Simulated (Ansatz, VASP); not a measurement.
## Ga: VASP beside Ansatz

```
Ga
1.0
     3.89637   -2.62263    0.00000
     3.75854    2.39651    0.00000
     0.00000    0.00000    4.64319
Ga
4
Direct
  0.05311 0.26137 0.27214
  0.34962 0.98600 0.72786
  0.94689 0.73863 0.77214
  0.65038 0.01400 0.22786
```

Alike in both runs: task single point; functional PBE; k mesh 8 × 10 × 8; occupations gaussian, width 0.1 eV; no spin polarisation.

```csv
,VASP,Ansatz
version,VASP 6.6.1,Ansatz 0.2.0
potentials or method,"VASP PAW PBE potentials, release 64 (Ga_d), cutoff 520 eV","scalar-relativistic, plane waves, PAW"
valence electrons in the cell,52,52
```

```tsv
	VASP	Ansatz	Ansatz less VASP
gap on the k mesh at the Fermi level (eV)	none	none	-
pressure (GPa)	0.7	0.5	-0.21
traceless stress, the component that is largest in VASP (GPa)	-1.41	-1.36	+0.053
rms of the force components (eV/Å)	0.505	0.500	-0.0053
```

Atom by atom the forces differ by 0.005 eV/Å (rms over components). A gap of «none» marks a metal or a gap that the smearing closes.
